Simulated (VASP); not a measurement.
A run of VASP 6.6.1:

INCAR

```
PREC = Accurate ; ENCUT = 600
EDIFF = 1E-7 ; ISMEAR = 0
SIGMA = 0.2 ; LREAL = False
LASPH = True ; NELM = 200
ALGO = Normal ; ISIF = 3
LWAVE = False ; LCHARG = False
GGA = PE ; IBRION = 2
NSW = 36 ; EDIFFG = -0.08
GGA_COMPAT = False ; NELMIN = 4
LMAXMIX = 6
```

Contents of KPOINTS:

```
Automatic mesh
0
Gamma
  4 4 3
```

POSCAR

```
Tb4WO
1.0
    5.0910487000      0.0000000000      0.0000000000
   -2.5455243500      4.4089775100      0.0000000000
    0.0000000000      0.0000000000      6.6026183000
Tb W O
4 1 1
Direct
    0.3333333300      0.6666666700      0.2451734300
    0.3333333300      0.6666666700      0.7548265700
    0.6666666700      0.3333333300      0.7548265700
    0.6666666700      0.3333333300      0.2451734300
    0.0000000000      0.0000000000      0.0000000000
    0.0000000000      0.0000000000      0.5000000000
```

Potentials or basis: VASP PAW PBE potentials, release 64 (Tb_3, W_sv, O), 4f in core.

Command:

```console
$ cat potpaw_PBE.64/Tb_3/POTCAR potpaw_PBE.64/W_sv/POTCAR potpaw_PBE.64/O/POTCAR > POTCAR
$ mpirun -np 1 vasp_std > vasp.out
```

Hardware: 1 thread of Intel(R) Xeon(R) 6975P-C (Granite Rapids) (shared host).

Task: Estimate the wall time of this run.

Result: Wall time 2.2 min on 1 thread of Intel(R) Xeon(R) 6975P-C (Granite Rapids), with other jobs on the host, peak memory 0.32 GiB. Counts: scf iterations 51, k points 8, ion steps 4.
